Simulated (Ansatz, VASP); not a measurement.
One calculation of Nb3Pb, two programs

INCAR

```
SYSTEM = Nb3Pb
PREC = Accurate
ENCUT = 520
EDIFF = 1E-7
ISMEAR = -1
SIGMA = 0.0194
LREAL = .FALSE.
LASPH = .TRUE.
NELM = 80
ALGO = Normal
ISIF = 2
LWAVE = .FALSE.
LCHARG = .FALSE.
GGA = PE
NBANDS = 63
```

File KPOINTS:

```
regular mesh
0
G
  6 6 6
  0 0 0
```

POSCAR

```
Nb3Pb
1.0
    5.4049080000      0.0000000000      0.0000000000
    0.0000000000      5.4049080000      0.0000000000
    0.0000000000      0.0000000000      5.4049080000
Nb Pb
6 2
Direct
    0.2500000000      0.0000000000      0.5000000000
    0.5000000000      0.7500000000      0.0000000000
    0.7500000000      0.0000000000      0.5000000000
    0.5000000000      0.2500000000      0.0000000000
    0.0000000000      0.5000000000      0.7500000000
    0.0000000000      0.5000000000      0.2500000000
    0.0000000000      0.0000000000      0.0000000000
    0.5000000000      0.5000000000      0.5000000000
```

Input for Ansatz:

```yaml
crystal:
  lattice:
    - [5.404908, 0.0, 0.0]
    - [0.0, 5.404908, 0.0]
    - [0.0, 0.0, 5.404908]
  atoms:
    - { symbol: Nb, position: [0.25, 0.0, 0.5] }
    - { symbol: Nb, position: [0.5, 0.75, 0.0] }
    - { symbol: Nb, position: [0.75, 0.0, 0.5] }
    - { symbol: Nb, position: [0.5, 0.25, 0.0] }
    - { symbol: Nb, position: [0.0, 0.5, 0.75] }
    - { symbol: Nb, position: [0.0, 0.5, 0.25] }
    - { symbol: Pb, position: [0.0, 0.0, 0.0] }
    - { symbol: Pb, position: [0.5, 0.5, 0.5] }
  symmetry: { tolerance: 0.0003 }
kpoints:
  mp_grid: { grid: [6, 6, 6], shift: [0, 0, 0] }
  band_path:
    path:
      - [0.0, 0.0, 0.0]
      - [0.0, 0.5, 0.0]
      - [0.5, 0.5, 0.0]
      - [0.0, 0.0, 0.0]
      - [0.5, 0.5, 0.5]
      - [0.0, 0.5, 0.0]
      - [0.5, 0.5, 0.5]
      - [0.5, 0.5, 0.0]
    npoints: 8
magnetization:
  spin_polarized: false
scf:
  occupations: { method: fermi_dirac, width: 0.0194 }
  lower_state_search: "off"
  max_iter: 200
hamiltonian:
  pseudopotentials: { kind: paw }
  xc: pbe
basis:
  ecutwfc: 420
  fft_grid_basis: typed
output:
  forces: true
  stress: true
  eigenvalues: true
  bader: true
  populations: true
  elf: true
  write_potential: true
  volumetric_format: npy
  dos:
    e_range: [-12, 8]
    de: 0.05
    projected: { site_lists: { Nb: [Nb], Pb: [Pb] } }
checkpoint:
  read: saved_state
```

Alike in both runs: task single point; functional PBE; k mesh 6 × 6 × 6; occupations fermi-dirac, width 0.0194 eV; no spin polarisation.

```csv
,VASP,Ansatz
version,VASP 6.6.1,Ansatz 0.2.0
potentials or method,"VASP PAW PBE potentials, release 64 (Nb_sv, Pb_d), cutoff 520 eV",PAW plane waves
valence electrons in the cell,106,106
```

Ansatz gave:

- pressure (GPa): -2.9

Task: Estimate VASP's values.

Result: Pressure (GPa): -3.1.

Spin-orbit coupling is off throughout.
